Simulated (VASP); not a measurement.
Set up this calculation in VASP 6.6.1, as the native input.

| Property | Result |
| --- | --- |
| Task | single point |
| Functional | LDA |
| Potentials or basis | VASP PAW LDA potentials, release 64 (Si, W_sv) |
| Cutoff | 520 eV |
| k mesh | 18 × 18 × 18 |
| Occupations | gaussian, width 0.15 eV |
| Spin | no spin polarisation |
| Dipole correction | no |
| Further INCAR settings | ALGO = Normal; EDIFF = 1e-07; NBANDS = 18 |

The structure of Si2W lies in POSCAR:

```
Si2W
1.0
   -1.5928550571      1.5928550571      3.8862445622
    1.5928550571     -1.5928550571      3.8862445622
    1.5928550571      1.5928550571     -3.8862445622
Si W
2 1
Direct
    0.3453817857      0.3453817857      0.0000000000
    0.6546182143      0.6546182143      0.0000000000
    0.0000000000      0.0000000000      0.0000000000
```

This cell differs from its parent crystal: atoms shifted along a free coordinate, c/a of the conventional cell at fixed volume 2.4398.

One way to write it, as run:

INCAR

```
SYSTEM = Si2W
PREC = Accurate ; ENCUT = 520
EDIFF = 1E-7 ; ISMEAR = 0
SIGMA = 0.15 ; LREAL = .FALSE.
LASPH = .TRUE. ; NELM = 100
ALGO = Normal ; ISIF = 2
LWAVE = .FALSE. ; LCHARG = .FALSE.
GGA = CA ; NBANDS = 18
```

KPOINTS

```
Automatic mesh
0
G
  18 18 18
  0 0 0
```

Potentials or basis: VASP PAW LDA potentials, release 64 (Si, W_sv).

Launch:

```console
$ cat potpaw_LDA.64/Si/POTCAR potpaw_LDA.64/W_sv/POTCAR > POTCAR
$ mpirun -np 1 vasp_std > vasp.out
```

It gave:

```yaml
Pressure: 4.2 GPa
Largest_force: 1.963 eV/Å
Band_gap_on_the_k_mesh: zero (bands 11 and 12 overlap by 1.01 eV)
```

Caveat: the cell stands under pressure; spin-orbit coupling is left out, which moves the levels of the heavy elements; forces of over 1 eV/Å act on the atoms, so gaps and moduli don't describe the material at rest.

Run time: 12 min on 1 thread of AMD EPYC 7R43 64-Core Processor (Zen 3), with other jobs on the host, peak memory 0.39 GiB.
